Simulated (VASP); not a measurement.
# V in VASP: single point with PBE

Aim: the single point of V with PBE.

All numbers are computed with VASP 6.6.1; they aren't measurements. Logs are shortened: lines on timing, memory, paths and dates and some standing lists are left out, and cuts for length are marked.

## Step 1: The cell of the first run

The typed cell holds 1 atom: a = 2.605 Å, b = 2.605 Å, c = 3.008 Å, α = 54.73°, β = 54.73°, γ = 70.53°.

## Step 2: Single point, PBE

Input file INCAR:

```
SYSTEM = V
PREC = Accurate
ENCUT = 520
EDIFF = 1E-6
ISMEAR = 0
SIGMA = 0.15
LREAL = .False.
LASPH = .True.
NELM = 80
ALGO = Fast
ISIF = 2
LWAVE = .False.
LCHARG = .False.
GGA = PE
NBANDS = 12
```

Input file KPOINTS:

```
Automatic mesh
0
Gamma
  24 24 24
  0 0 0
```

Input file POSCAR:

```
V
1.0
    0.0000000000      2.1271726627      1.5039110725
    2.1271726627      0.0000000000      1.5039110725
    2.1271726627      2.1271726627      0.0000000000
V
1
Direct
    0.0000000000      0.0000000000      0.0000000000
```

Potentials or basis: VASP PAW PBE potentials, release 64 (V_sv).

Launch:

```bash
$ cat potpaw_PBE.64/V_sv/POTCAR > POTCAR
$ mpirun -np 1 vasp_std > vasp.out
```

OUTCAR:

```text
SYSTEM = V
   PREC = Accurate
   ENCUT = 520
   EDIFF = 1E-6
   ISMEAR = 0
   LREAL = .False.
   LASPH = .True.
   NELM = 80
   ISIF = 2
   GGA = PE

 ion  position               nearest neighbor table
   1  0.000  0.000  0.000-

  LATTYP: Found a body centered tetragonal cell.
 ALAT       =     3.0082764291
 C/A-ratio  =     0.9998489886

  Lattice vectors:

 A1 = (   0.0000000000,  -2.1271726627,  -1.5039110725)
 A2 = (   0.0000000000,   2.1271726627,  -1.5039110725)
 A3 = (   2.1271726627,   0.0000000000,   1.5039110725)

Analysis of symmetry for initial positions (statically):
=====================================================================
 Subroutine PRICEL returns:
 Original cell was already a primitive cell.

 Routine SETGRP: Setting up the symmetry group for a
 body centered tetragonal supercell.

 Subroutine GETGRP returns: Found 16 space group operations
 (whereof 16 operations were pure point group operations)
 out of a pool of 16 trial point group operations.

The static configuration has the point symmetry D_4h.

Analysis of symmetry for dynamics (positions and initial velocities):
=====================================================================
 Subroutine PRICEL returns:
 Original cell was already a primitive cell.

 Routine SETGRP: Setting up the symmetry group for a
 body centered tetragonal supercell.

 Subroutine GETGRP returns: Found 16 space group operations
 (whereof 16 operations were pure point group operations)
 out of a pool of 16 trial point group operations.

The dynamic configuration has the point symmetry D_4h.

 Subroutine INISYM returns: Found 16 space group operations
 (whereof 16 operations are pure point group operations),
 and found     1 'primitive' translations

----------------------------------------------------------------------------------------

                                     Primitive cell

  volume of cell :      13.6100

  direct lattice vectors                    reciprocal lattice vectors
     0.000000000  2.127172663  1.503911073    -0.235053792  0.235053792  0.332466466
     2.127172663  0.000000000  1.503911073     0.235053792 -0.235053792  0.332466466
     2.127172663  2.127172663  0.000000000     0.235053792  0.235053792 -0.332466466

  length of vectors
     2.605112675  2.605112675  3.008276429     0.470143086  0.470143086  0.470143086

  position of ions in fractional coordinates (direct lattice)
     0.000000000  0.000000000  0.000000000

  ion indices of the primitive-cell ions
   primitive index   ion index
                 1           1

----------------------------------------------------------------------------------------

 KPOINTS: Automatic mesh

Automatic generation of k-mesh.
 Grid dimensions read from file:
 generate k-points for:   24   24   24

 Generating k-lattice:

  Cartesian coordinates                     Fractional coordinates (reciprocal lattice)
    -0.009793908  0.009793908  0.013852769     0.041666667 -0.000000000  0.000000000
     0.009793908 -0.009793908  0.013852769    -0.000000000  0.041666667  0.000000000
     0.009793908  0.009793908 -0.013852769     0.000000000  0.000000000  0.041666667

  Length of vectors
     0.019589295  0.019589295  0.019589295

  Shift w.r.t. Gamma in fractional coordinates (k-lattice)
     0.000000000  0.000000000  0.000000000

 Subroutine IBZKPT returns following result:
 ===========================================

 Found   1063 irreducible k-points:

 Following reciprocal coordinates:
            Coordinates               Weight
  0.000000  0.000000  0.000000      1.000000
  0.041667 -0.000000  0.000000      8.000000
  0.083333 -0.000000  0.000000      8.000000
  0.125000  0.000000  0.000000      8.000000
  0.166667 -0.000000  0.000000      8.000000
  0.208333 -0.000000  0.000000      8.000000
[... 16 lines left out ...]
  0.416667  0.041667  0.000000      8.000000
  0.458333  0.041667  0.000000      8.000000
 [... further k-points ...]
   k-points           NKPTS =   1063   k-points in BZ     NKDIM =   1063   number of bands    NBANDS=     12
   number of dos      NEDOS =    301   number of ions     NIONS =      1
   total plane-waves  NPLWV =   9600
   dimension x,y,z NGX =    20 NGY =   20 NGZ =   24
   dimension x,y,z NGXF=    40 NGYF=   40 NGZF=   48
   ions per type =               1
   NGX,Y,Z   is equivalent  to a cutoff of  12.76, 12.76, 13.26 a.u.
   NGXF,Y,Z  is equivalent  to a cutoff of  25.53, 25.53, 26.53 a.u.
 SYSTEM =  V
   PREC   = accura    normal or accurate (medium, high low for compatibility)
   ISTART =      0    job   : 0-new  1-cont  2-samecut
   ICHARG =      2    charge: 1-file 2-atom 10-const
   ISPIN  =      1    spin polarized calculation?
   LNONCOLLINEAR =      F non collinear calculations
   LSORBIT =      F    spin-orbit coupling
   LASPH  =      T    aspherical Exc in radial PAW
   ENCUT  =  520.0 eV  38.22 Ry    6.18 a.u.   4.84  4.84  5.59*2*pi/ulx,y,z
   NELM   =     80;   NELMIN=  2; NELMDL= -5     # of ELM steps
   EDIFF  = 0.1E-05   stopping-criterion for ELM
   LREAL  =      F    real-space projection
   EDIFFG = 0.1E-04   stopping-criterion for IOM
   NSW    =      0    number of steps for IOM
   IBRION =     -1    ionic relax: 0-MD 1-quasi-New 2-CG
   NFREE  =      0    steps in history (QN), initial steepest desc. (CG)
   ISIF   =      2    stress and relaxation
   ISYM   =      2    0-nonsym 1-usesym 2-fastsym
   POTIM  = 0.5000    time-step for ionic-motion
   TEBEG  =    0.0;   TEEND  =   0.0 temperature during run
   PSTRESS=    0.0 pullay stress
   NELECT =      13.0000    total number of electrons
   NUPDOWN=      -1.0000    fix difference up-down
   EMIN   =  10.00;   EMAX   =-10.00  energy-range for DOS
   EFERMI =   0.00;   METHOD = LEGACY
   ISMEAR =     0;   SIGMA  =   0.15  broadening in eV -4-tet -1-fermi 0-gaus
   EFERMI_NEDOS =   21; number of points for ismear=-14 and -15
   IALGO  =     68    algorithm
   IMIX   =      4    mixing-type and parameters
     AMIX     =   0.40;   BMIX     =  1.00
     AMIX_MAG =   1.60;   BMIX_MAG =  1.00
  volume/ion in A,a.u.               =      13.61        91.84
  Fermi-wavevector in a.u.,A,eV,Ry     =   1.612266  3.046741 35.367013  2.599402
  Thomas-Fermi vector in A             =   2.707524
   LORBIT       =      0    0 simple, 1 ext, 2 COOP (PROOUT), +10 PAW based schemes
   GGA     = PE    functional components
   LHFCALC =     F    Hartree Fock is set to
   AEXX    =    0.0000 exact exchange contribution
   IVDW    =     0    specifies the selected vdW correction
   LEPSILON=     F    determine dielectric tensor
   LRPA    =     F    only Hartree local field effects (RPA)
 non-spin polarized calculation
 RMM-DIIS sequential band-by-band and
 Gauss-broadening in eV      SIGMA  =   0.15
  energy-cutoff  :      520.00
  volume of cell :       13.61
 maximum number of plane-waves:       380
   NGX =  9   NGY =  9   NGZ = 11

 number of electron      12.9999996 magnetization

 Free energy of the ion-electron system (eV)
  ---------------------------------------------------
  ext. energy  EPLUGINS =         0.00000000
  ---------------------------------------------------
  free energy    TOTEN  =        -9.00133026 eV

  energy without entropy =       -8.98094093  energy(sigma->0) =       -8.99113559

 E-fermi :   9.5842     XC(G=0): -12.8484

 val. band max:        9.5809106473   @ k =  -0.2083   0.0833   0.0417
 cond. band min:       9.5867396144   @ k =  -0.3750   0.0833   0.4583
 fundamental gap:      0.0058289670
 Fermi energy:         9.5841625594

 k-point     1 :       0.0000    0.0000    0.0000
  band No.  band energies     occupation
      1     -54.1525      2.00000
      2     -27.4696      2.00000
      3     -27.4696      2.00000
      4     -27.4696      2.00000
      5       3.0148      2.00000
      6       9.9882      0.00014
      7       9.9894      0.00013
      8       9.9894      0.00013
      9      11.9719      0.00000
     10      11.9733      0.00000
     11      29.9827      0.00000
     12      29.9831      0.00000

 k-point     2 :       0.0417   -0.0000    0.0000
  band No.  band energies     occupation
      1     -54.1493      2.00000
      2     -27.4851      2.00000
      3     -27.4744      2.00000
      4     -27.4697      2.00000
      5       3.0846      2.00000
      6       9.9590      0.00041
      7       9.9837      0.00017
      8      10.0382      0.00002
      9      11.9376      0.00000
     10      11.9741      0.00000
     11      29.9042      0.00000
     12      30.0315      0.00000

 k-point     3 :       0.0833   -0.0000    0.0000
  band No.  band energies     occupation
      1     -54.1400      2.00000
      2     -27.5304      2.00000
      3     -27.4882      2.00000
      4     -27.4700      2.00000
      5       3.2911      2.00000
      6       9.8727      0.00652
      7       9.9610      0.00038
      8      10.1848      0.00000
      9      11.8454      0.00000
     10      11.9803      0.00000
     11      29.4716      0.00000
     12      29.9211      0.00000
[... 286 lines left out ...]
 k-point    23 :       0.4167    0.0417    0.0000
  band No.  band energies     occupation
      1     -53.9734      2.00000
      2     -28.2793      2.00000
      3     -27.7297      2.00000
      4     -27.4862      2.00000
      5       6.4631      2.00000
      6       8.6155      2.00000
      7      10.3478      0.00000
      8      11.8908      0.00000
      9      12.5116      0.00000
     10      13.3104      0.00000
     11      20.6290      0.00000
     12      25.7818      0.00000

 k-point    24 :       0.4583    0.0417    0.0000
  band No.  band energies     occupation
      1     -53.9638      2.00000
      2     -28.3207      2.00000
      3     -27.7431      2.00000
      4     -27.4864      2.00000
      5       6.4896      2.00000
      6       8.5491      2.00000
      7      10.6904      0.00000
      8      11.9055      0.00000
      9      12.6503      0.00000
     10      13.5469      0.00000
     11      19.8870      0.00000
     12      25.5326      0.00000

 [... further k-points ...]

------------------------ aborting loop because EDIFF is reached ----------------------------------------

  FORCE on cell =-STRESS in cart. coord.  units (eV):
  Direction    XX          YY          ZZ          XY          YZ          ZX
  --------------------------------------------------------------------------------------
  -------------------------------------------------------------------------------------
  Total       -0.1446503     -0.1446503     -0.1429318      0.0000000      0.0000000      0.0000000
  in kB      -17.0283410    -17.0283410    -16.8260393      0.0000000      0.0000000      0.0000000
  external PRESSURE =     -16.9609071 kB  Pullay stress =       0.0000000 kB

 VOLUME and BASIS-vectors are now :
 -----------------------------------------------------------------------------
  energy-cutoff  :      520.00
  volume of cell :       13.61
      direct lattice vectors                 reciprocal lattice vectors
     0.000000000  2.127172663  1.503911073    -0.235053792  0.235053792  0.332466466
     2.127172663  0.000000000  1.503911073     0.235053792 -0.235053792  0.332466466
     2.127172663  2.127172663  0.000000000     0.235053792  0.235053792 -0.332466466

 POSITION                                       TOTAL-FORCE (eV/Angst)
 -----------------------------------------------------------------------------------
      0.00000      0.00000      0.00000         0.000000      0.000000      0.000000
 -----------------------------------------------------------------------------------
    total drift:                                0.000000     -0.000000      0.000000

  FREE ENERGIE OF THE ION-ELECTRON SYSTEM (eV)
  ---------------------------------------------------
  free  energy   TOTEN  =        -9.0013302565 eV

  energy  without entropy=       -8.9809409324  energy(sigma->0) =       -8.99113559
```

It took 98 s on 1 thread of Intel Xeon 6975P-C, shared host; peak memory 0.27 GiB.

What came out:

```
Free energy : -9.0013 eV
Pressure    : -1.7 GPa
```
